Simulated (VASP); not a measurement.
CaO: single point with LDA

The system is CaO.

```
CELL_PARAMETERS angstrom
0.00000 2.36010 2.36010
2.36010 0.00000 2.36010
2.36010 2.36010 0.00000
ATOMIC_POSITIONS crystal
Ca 0.00000 0.00000 0.00000
O 0.50000 0.50000 0.50000
```

```yaml
Program: VASP 6.6.1
Task: single point
Functional: LDA
Potentials_or_basis: VASP PAW LDA potentials, release 64 (Ca_sv, O)
Cutoff: 600 eV
k_mesh: 8 × 8 × 8
Occupations: gaussian, width 0.01 eV
Spin: no spin polarisation
Dipole_correction: no
Further_INCAR_settings: ALGO = Normal; EDIFF = 1e-06; NBANDS = 15
```

```yaml
Pressure: -0.2 GPa
Band_gap_on_the_k_mesh: 3.43 eV (least direct gap 3.79 eV)
```

Levels at points of the mesh, in eV from the valence-band top:
| k point | band 5 | band 6 | band 7 | band 8 | band 9 | band 10 | band 11 | band 12 |
| --- | --- | --- | --- | --- | --- | --- | --- | --- |
| (0.00, 0.00, 0.00) | -15.31 | 0.00 | 0.00 | 0.00 | 5.02 | 6.23 | 6.23 | 6.23 |
| (0.50, 0.00, 0.00) | -13.81 | -2.84 | -1.35 | -1.35 | 7.21 | 8.60 | 8.60 | 8.73 |
| (0.50, 0.50, 0.00) | -15.07 | -1.28 | -0.36 | -0.36 | 3.43 | 8.43 | 9.19 | 9.91 |

It took 12 s on 1 thread of Intel(R) Xeon(R) Platinum 8375C CPU @ 2.90GHz (Ice Lake), on a shared host, peak memory 0.15 GiB.

A k mesh can miss the band edges.
